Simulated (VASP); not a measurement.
Runs of VASP 6.6.1 on TiOs3. The structure is that of space group Pm-3m (No. 221), or close to it. The cells are those of the table. 

| cell | gap on the mesh (eV) | pressure (GPa) |
| --- | --- | --- |
| a = 3.888 Å, 4 atoms | none | (a) |
| a = 3.989 Å, 4 atoms | none | -20.9 |
| a = 4.037 Å, 4 atoms | none | -27.7 |
| a = 3.835 Å, 4 atoms | none | 12.3 |
| a = 3.939 Å, 4 atoms | none | -12.3 |
| a = 3.726 Å, 4 atoms | none | (b) |
| a = 3.781 Å, 4 atoms | none | 29.5 |

Alike in all rows: task single point; level PBE; potentials or basis VASP PAW PBE potentials, release 64 (Ti_sv, Os); no spin polarisation; k mesh 6 × 6 × 6; cutoff (eV) 520; smearing gaussian 0.2 eV.

Task: Estimate the missing entries.

Result: (a) -1.4; (b) 51.1.

Caveats: spin-orbit coupling is left out, which moves the levels of the heavy elements.

A k mesh can miss the band edges, and the runs leave out spin-orbit coupling on Os.

A gap of «none» marks levels without a gap at the run's occupations.
